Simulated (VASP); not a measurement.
Runs of VASP 6.6.1 on Sn. The structure is that of space group Fd-3m (No. 227), or close to it. The cells are those of the table. This isn't the form of Sn at room conditions, which is tetragonal (white tin).

```csv
cell,gap on the mesh (eV),pressure (GPa)
"a = 4.747 Å, angles 60.0°, 2 atoms",none,0.0
"a = 4.929 Å, angles 60.0°, 2 atoms",none,(b)
"a = 4.870 Å, angles 60.0°, 2 atoms",none,-2.1
"a = 4.617 Å, angles 60.0°, 2 atoms",none,3.3
"a = 4.809 Å, angles 60.0°, 2 atoms",none,-1.2
"a = 4.549 Å, angles 60.0°, 2 atoms",none,5.7
"a = 4.683 Å, angles 60.0°, 2 atoms",none,(a)
```

Alike in all rows: task single point; level revPBE; potentials or basis VASP PAW PBE potentials, release 64 (Sn_d); no spin polarisation; k mesh 13 × 13 × 13; cutoff (eV) 520; smearing fermi-dirac 0.1 eV.

Fill in the values left out.

(a) 1.4; (b) -2.9.

Caveats: the PAW data sets were made with another functional, which shifts forces and pressure a little; spin-orbit coupling is left out, which moves the levels of the heavy elements; the cell stands under pressure (at least some runs).

A k mesh can miss the band edges, and the runs leave out spin-orbit coupling on Sn.

A gap of «none» marks levels without a gap at the run's occupations.
